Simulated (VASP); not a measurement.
## GdN: single point with PBE

GdN:

```
Gd N
1.0
     3.39759    0.00000    0.00000
    -1.69880    2.94240    0.00000
     0.00000    0.00000    3.09238
Gd N
1 1
Direct
  0.33333 0.66667 0.50000
  0.00000 0.00000 0.00000
```

The cell was built from a structure type or drawn by symmetry, and may not be a known phase.

| Item | Value |
| --- | --- |
| Program | VASP 6.6.1 |
| Task | single point |
| Functional | PBE |
| Potentials or basis | VASP PAW PBE potentials, release 64 (Gd, N) |
| Cutoff | 520 eV |
| k mesh | 6 × 6 × 4 |
| Occupations | gaussian, width 0.1 eV |
| Spin | collinear spin, ferromagnetic start |
| Starting moments | [7.0, 0.0] μB |

```
Pressure                                              : 0.0 GPa
Net moment                                            : 7.00 μB per cell
Site moments                                          : Gd +6.79; N -0.05 μB
Valence electrons inside the program's atomic spheres : Gd 15.27; N 3.63
```

Stress tensor (GPa, compression positive):
```
 0.08  0.00  0.00
 0.00  0.08  0.00
 0.00  0.00 -0.11
```

Levels at points of the mesh, in eV from the Fermi level:
Spin up:
```tsv
k point	band 11	band 12	band 13	band 14	band 15	band 16	band 17	band 18	band 19	band 20
(0.00, 0.00, 0.00)	-3.58	-3.54	-1.64	-1.64	-0.42	0.43	2.87	5.79	5.79	7.15
(0.50, 0.00, 0.00)	-3.52	-3.48	-3.41	-1.05	-0.28	0.03	5.22	6.36	7.25	7.41
(0.00, 0.00, 0.50)	-3.54	-3.49	-3.49	-0.82	-0.82	2.98	2.98	4.96	5.18	5.18
(0.50, 0.00, 0.50)	-3.56	-3.49	-3.10	-2.34	-2.12	2.75	5.43	7.49	8.15	8.92
```
Spin down:
| k point | band 6 | band 7 | band 8 | band 9 | band 10 | band 11 |
| --- | --- | --- | --- | --- | --- | --- |
| (0.00, 0.00, 0.00) | -1.58 | -1.58 | -0.23 | 0.42 | 1.11 | 1.70 |
| (0.50, 0.00, 0.00) | -3.42 | -1.31 | -0.76 | 0.82 | 1.53 | 1.54 |
| (0.00, 0.00, 0.50) | -4.20 | -1.34 | -1.34 | 1.32 | 1.54 | 1.90 |
| (0.50, 0.00, 0.50) | -2.90 | -2.27 | -2.21 | 1.59 | 1.62 | 1.68 |

Run time: 3.1 min on 1 thread of Intel Xeon 8259CL, on a shared host, peak memory 0.19 GiB.

Caveat: the k points lie up to 0.51 Å⁻¹ apart; spin-orbit coupling is left out, which moves the levels of the heavy elements; a cell with one magnetic atom can't hold antiferromagnetic order, which such compounds often take; semilocal functionals describe open f shells poorly, which spoils levels, moments and volumes. The state reached can hang on the start; a lower one may exist.
